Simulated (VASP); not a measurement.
The system is Ca.

```
CELL_PARAMETERS angstrom
3.52637 0.00000 0.00000
0.00000 3.52637 0.00000
0.00000 0.00000 3.52637
ATOMIC_POSITIONS crystal
Ca 0.00000 0.00000 0.00000
```

| Property | Result |
| --- | --- |
| Program | VASP 6.6.1 |
| Task | relaxation of cell and atoms |
| Functional | PBEsol |
| Potentials or basis | VASP PAW PBE potentials, release 64 (Ca_sv) |
| Cutoff | 600 eV |
| k mesh | 11 × 11 × 11 |
| Occupations | fermi-dirac, width 0.08 eV |
| Spin | no spin polarisation |

At the start: pressure -0.6 GPa; volume 43.85 Å³/atom.

**Question.** Where does the relaxation end?

**Answer.** Over 3 steps the energy falls by 3.7 meV/atom and the volume is 41.69 Å³/atom (-4.9 %); space group Pm-3m (No. 221, to 0.05 Å).

The path:
| step | energy change (eV) | largest force (eV/Å) | pressure (GPa) | volume (Å³) |
| --- | --- | --- | --- | --- |
| 1 | 0.0000 | 0.0000 | -0.55 | 43.85 |
| 2 | -0.0025 | 0.0000 | -0.32 | 42.90 |
| 3 | -0.0037 | 0.0000 | -0.01 | 41.69 |

Final structure:
```
CELL_PARAMETERS angstrom
3.46754 0.00000 0.00000
0.00000 3.46754 0.00000
0.00000 0.00000 3.46754
ATOMIC_POSITIONS crystal
Ca 0.00000 0.00000 0.00000
```

Caveat: the PAW data sets were made with another functional, which shifts forces and pressure a little.
